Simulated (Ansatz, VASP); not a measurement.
**One calculation of Ce, two programs**

Contents of INCAR:

```
PREC = Accurate
ENCUT = 500
EDIFF = 1E-6
ISMEAR = 0
SIGMA = 0.3
LREAL = F
LASPH = T
NELM = 200
ALGO = Normal
ISIF = 2
LWAVE = F
LCHARG = F
GGA = PE
NBANDS = 12
GGA_COMPAT = F
LMAXMIX = 6
```

KPOINTS

```
Automatic mesh
0
Gamma
  11 11 11
```

Contents of POSCAR:

```
Ce
1.0
    0.0000000000      2.3774557595      2.3774557595
    2.3774557595      0.0000000000      2.3774557595
    2.3774557595      2.3774557595      0.0000000000
Ce
1
Direct
    0.0000000000      0.0000000000      0.0000000000
```

Input for Ansatz:

```yaml
crystal:
  lattice:
    - [0.0, 2.3774557595, 2.3774557595]
    - [2.3774557595, 0.0, 2.3774557595]
    - [2.3774557595, 2.3774557595, 0.0]
  atoms:
    - { symbol: Ce, position: [0.0, 0.0, 0.0] }
hamiltonian:
  xc: pbe
  pseudopotentials:
    kind: paw
    azcp:
      Ce: "pseudopotentials/Ce.paw.azcp"
basis:
  ecutwfc: 420
  fft_grid_basis: typed
kpoints:
  mp_grid: { grid: [11, 11, 11], shift: [0, 0, 0] }
magnetization:
  spin_polarized: false
scf:
  occupations: { method: gaussian, width: 0.3 }
  lower_state_search: "off"
output:
  stress: true
```

Alike in both runs: task single point; functional PBE; k mesh 11 × 11 × 11; occupations gaussian, width 0.3 eV; no spin polarisation.

|  | VASP | Ansatz |
| --- | --- | --- |
| version | VASP 6.6.1 | Ansatz 0.2.0 |
| potentials or method | VASP PAW PBE potentials, release 64 (Ce), cutoff 500 eV | plane waves (420 eV) with PAW, scalar-relativistic |
| valence electrons in the cell | 12 | 12 |

VASP gave:

* pressure (GPa): -0.1

Task: Estimate Ansatz's values.

Result: Pressure (GPa): 0.2.

With one functional, cell and mesh, what is left measures potentials, basis and numerics.

Spin-orbit coupling is off throughout.
